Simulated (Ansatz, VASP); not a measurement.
# IrRu2: VASP beside Ansatz

```xyz
6
Lattice="2.7607 0.0000 0.0000 -1.3804 2.3909 0.0000 0.0000 0.0000 12.7868" Properties=species:S:1:pos:R:3 pbc="T T T"
Ru    0.0000    1.5939    1.0375
Ru    0.0000    1.5939    5.3560
Ru    1.3804    0.7970    7.4309
Ru    1.3804    0.7970   11.7494
Ir    0.0000    1.5939    9.5901
Ir    1.3804    0.7970    3.1967
```

Alike in both runs: task single point; functional PBE; k mesh 6 × 6 × 2; occupations gaussian, width 0.1 eV; collinear spin.

|  | VASP | Ansatz |
| --- | --- | --- |
| version | VASP 6.6.1 | Ansatz 0.2.0 |
| potentials or method | VASP PAW PBE potentials, release 64 (Ru_pv, Ir), cutoff 520 eV | scalar-relativistic, plane waves, PAW |
| valence electrons in the cell | 74 | 98 |

```csv
,VASP,Ansatz,Ansatz less VASP
gap on the k mesh at the Fermi level (eV),none,none,-
pressure (GPa),0.0,0.0,-0.06
rms of the force components (eV/Å),0.007,0.002,-0.0048
net moment per atom (μB),0.00,0.00,0.000
```

Atom by atom the forces differ by 0.009 eV/Å (rms over components). A gap of «none» marks a metal or a gap that the smearing closes. VASP's potentials hold 74 valence electrons a cell and Ansatz's 98, so a difference there can come from the potentials and not from the codes. Ansatz's warnings: seeded moment not kept.

The k mesh is coarse, so the values compare programs but aren't converged. Spin-orbit coupling is off throughout.
